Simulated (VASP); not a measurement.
Set up this calculation in VASP 6.6.1, as the native input.

* Task: relaxation of cell and atoms
* Functional: PBE
* Potentials or basis: VASP PAW PBE potentials, release 64 (B, P)
* Cutoff: 600 eV
* k mesh: 10 × 10 × 10
* Occupations: gaussian, width 0.01 eV
* Spin: no spin polarisation
* Target pressure: 25 GPa
* Dipole correction: no
* Further INCAR settings: ALGO = Normal; EDIFF = 1e-07; IBRION = 2; EDIFFG = -0.001; NSW = 80; ISIF = 3

The structure of BP lies in POSCAR:

```
BP
1.0
    0.0000000000      2.2741906187      2.2741906187
    2.2741906187      0.0000000000      2.2741906187
    2.2741906187      2.2741906187      0.0000000000
B P
1 1
Direct
    0.0000000000      0.0000000000      0.0000000000
    0.7500000000      0.7500000000      0.7500000000
```

The input as run:

INCAR

```
SYSTEM = BP
  PREC = Accurate
  ENCUT = 600
  EDIFF = 1E-7
  ISMEAR = 0
  SIGMA = 0.01
  LREAL = .False.
  LASPH = .True.
  NELM = 60
  ALGO = Normal
  ISIF = 3
  LWAVE = .False.
  LCHARG = .False.
  GGA = PE
  IBRION = 2
  NSW = 80
  EDIFFG = -0.001
  PSTRESS = 250.0
```

KPOINTS

```
regular mesh
0
Gamma
  10 10 10
  0 0 0
```

Potentials or basis: VASP PAW PBE potentials, release 64 (B, P).

Launch:

```console
$ cat potpaw_PBE.64/B/POTCAR potpaw_PBE.64/P/POTCAR > POTCAR
$ mpirun -np 1 vasp_std > vasp.out
```

Results of the run:

```
Relaxed volume                                         : 10.39 Å³/atom
Relaxed cell                                           : a = 3.086 Å, b = 3.086 Å, c = 3.086 Å, α = 60.00°, β = 60.00°, γ = 60.00°
Space group after relaxing (to 0.05 Å)                 : F-43m (No. 216)
Energy change on relaxing (the enthalpy is what falls) : +95.9 meV/atom
Ionic steps                                            : 7
Pressure after relaxing                                : 25.0 GPa
Band gap on the k mesh                                 : 1.07 eV, indirect (least direct gap 3.60 eV)
```

Caveat: the cell is relaxed towards a set pressure, so the enthalpy falls and the energy may rise.

Wall time 32 s on 1 thread of Intel Xeon 6975P-C (shared host), peak memory 0.16 GiB.
